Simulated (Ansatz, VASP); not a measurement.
## MgS in VASP and in Ansatz

```xyz
2
Lattice="0.0000 2.5496 2.6016 2.5496 0.0000 2.6016 2.5496 2.5496 0.0000" Properties=species:S:1:pos:R:3 pbc="T T T"
Mg    0.0000    0.0000    0.0000
S     2.5496    2.5496    2.6016
```

Change from the starting cell: equal xx and yy strain of -2 %.

Alike in both runs: task single point; functional PBE; k mesh 8 × 8 × 8; occupations fermi-dirac, width 0.01 eV; no spin polarisation.

|  | VASP | Ansatz |
| --- | --- | --- |
| version | VASP 6.6.1 | Ansatz 0.2.0 |
| potentials or method | VASP PAW PBE potentials, release 64 (Mg, S), cutoff 520 eV | all-electron LAPW, scalar-relativistic |

```tsv
	VASP	Ansatz	Ansatz less VASP
gap on the k mesh at the Fermi level (eV)	2.77	2.78	+0.009
pressure (GPa)	4.4	4.7	+0.30
traceless stress, the component that is largest in VASP (GPa)	-1.71	-1.73	-0.013
```

Ansatz ran all-electron here, and VASP with PAW potentials.
